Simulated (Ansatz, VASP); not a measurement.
Mg7Se in VASP and in Ansatz

```
Mg Se
1.0
     6.38007    0.00000    0.00000
     0.00000    6.38007    0.00000
     0.00000    0.00000    4.62987
Mg Se
7 1
Direct
  0.26204 0.26204 0.08501
  0.73796 0.73796 0.08501
  0.73796 0.26204 0.08501
  0.26204 0.73796 0.08501
  0.50000 0.00000 0.58789
  0.00000 0.50000 0.58789
  0.50000 0.50000 0.59230
  0.00000 0.00000 0.78640
```

Alike in both runs: functional PBE; k mesh 6 × 6 × 8; occupations gaussian, width 0.1 eV; no spin polarisation.

Ansatz relaxed the structure, and its values are those at the end. VASP's run is a single point on that final structure, the one shown.

```csv
,VASP,Ansatz
version,VASP 6.6.1,Ansatz 0.2.0
potentials or method,"VASP PAW PBE potentials, release 64 (Mg, Se), cutoff 520 eV","scalar-relativistic, plane waves, PAW"
valence electrons in the cell,20,86
```

Ansatz gave:

| Item | Value |
| --- | --- |
| gap on the k mesh at the Fermi level (eV) | none |
| pressure (GPa) | 0.0 |

Q: Which values does VASP return?

A: gap on the k mesh at the Fermi level (eV): none; pressure (GPa): -0.1.

A gap of «none» marks a metal or a gap that the smearing closes. The functional is the same, so the differences come from potentials, cutoffs and numerics. VASP's potentials hold 20 valence electrons a cell and Ansatz's 86, so a difference there can come from the potentials and not from the codes.
